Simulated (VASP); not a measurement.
## H8CO6: single point with PBE+D3(BJ)

H8CO6:

```
O H C
1.0
     6.22996    0.00000    0.00000
     0.00000    6.22996    0.00000
     0.00000    0.00000    6.22996
O H C
6 8 1
Direct
  0.40177 0.67573 0.40952
  0.03639 0.22805 0.57933
  0.74087 0.76919 0.67180
  0.25896 0.07519 0.20007
  0.77923 0.35064 0.95386
  0.12660 0.49485 0.02745
  0.39995 0.52732 0.35201
  0.38729 0.78771 0.29957
  0.09653 0.35097 0.50593
  0.90953 0.29741 0.60795
  0.59198 0.75667 0.64655
  0.77660 0.91932 0.69962
  0.29822 0.04275 0.05966
  0.14234 0.98530 0.21533
  0.96154 0.40872 0.00896
```

| Quantity | Value |
| --- | --- |
| Program | VASP 6.6.1 |
| Task | single point |
| Functional | PBE |
| Dispersion | D3(BJ) |
| Potentials or basis | VASP PAW PBE potentials, release 64 (O, H, C) |
| Cutoff | 520 eV |
| k mesh | 1 × 1 × 1 |
| Occupations | fermi-dirac, width 0.05 eV |
| Spin | no spin polarisation |
| Dipole correction | no |
| Further INCAR settings | ALGO = Normal; EDIFF = 1e-06; NBANDS = 37 |

```yaml
Pressure: 0.9 GPa
Largest_force: 5.622 eV/Å
Dispersion_energy_per_atom: -0.026 eV
```

Forces on the atoms (eV/Å):
```
O   -0.213 -0.840  0.328
O    2.334 -0.877 -0.761
O    2.210  0.308  0.771
O    1.645  1.571  1.378
O    4.162  0.634  1.971
O    0.630  0.041  0.688
H    0.059  1.274 -0.235
H    0.034 -0.529  0.014
H    1.137 -0.016 -0.451
H   -3.548  0.971  1.224
H   -1.630  0.013 -0.643
H   -0.232 -0.353 -0.158
H    1.090 -0.081 -2.528
H   -2.722 -1.636  1.013
C   -4.955 -0.481 -2.613
```

Stress tensor (GPa, compression positive):
```
 2.00 -0.42 -2.16
-0.42 -1.09 -0.28
-2.16 -0.28  1.69
```

Levels at points of the mesh, in eV from the Fermi level:
```tsv
k point	band 21	band 22	band 23	band 24	band 25	band 26	band 27	band 28
(0.00, 0.00, 0.00)	-2.75	-2.17	-2.04	-1.31	2.46	3.85	4.28	5.94
```

Run time: 19 s on 1 thread of Intel(R) Xeon(R) Platinum 8488C (Sapphire Rapids) (shared host), peak memory 0.32 GiB.

Caveat: the k points lie up to 1.01 Å⁻¹ apart, too coarse for converged energies, forces and pressures.
